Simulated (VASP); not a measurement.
Input of a VASP 6.6.1 run:

Contents of INCAR:

```
PREC = Accurate ; ENCUT = 520
EDIFF = 1E-6 ; ISMEAR = -1
SIGMA = 0.1 ; LREAL = False
LASPH = True ; NELM = 80
ALGO = Normal ; ISIF = 2
LWAVE = False ; LCHARG = True
GGA = RP ; LELF = True
LVHAR = True ; NBANDS = 17
```

KPOINTS

```
Automatic mesh
0
Gamma
  14 14 10
```

POSCAR

```
Pt
1.0
   -2.2135152916      2.5806812860      1.3832815193
    2.5806812860     -2.2135152916      1.3832815193
    2.6774473742      2.6774473742     -0.7108163282
Pt
2
Direct
    0.0159211942      0.9840788058      0.0000000000
    0.7340788058      0.2659211942      0.5000000000
```

Potentials or basis: VASP PAW PBE potentials, release 64 (Pt).

Run with:

```sh
$ cat potpaw_PBE.64/Pt/POTCAR > POTCAR
$ mpirun -np 1 vasp_std > vasp.out
```

**Question.** Predict the pressure.

**Answer.** -13.0 GPa.

**Question.** Predict the band gap on the k mesh.

**Answer.** Zero (bands 10 and 11 overlap by 1.11 eV).

**Question.** What does it give for the largest force?

**Answer.** 0.034 eV/Å.

Stress tensor (GPa, compression positive):
```
-12.86  -1.11   0.10
 -1.11 -12.86   0.10
  0.10   0.10 -13.24
```

Caveat: the cell stands under tension; the PAW data sets were made with another functional, which shifts forces and pressure a little; spin-orbit coupling is left out, which moves the levels of the heavy elements.
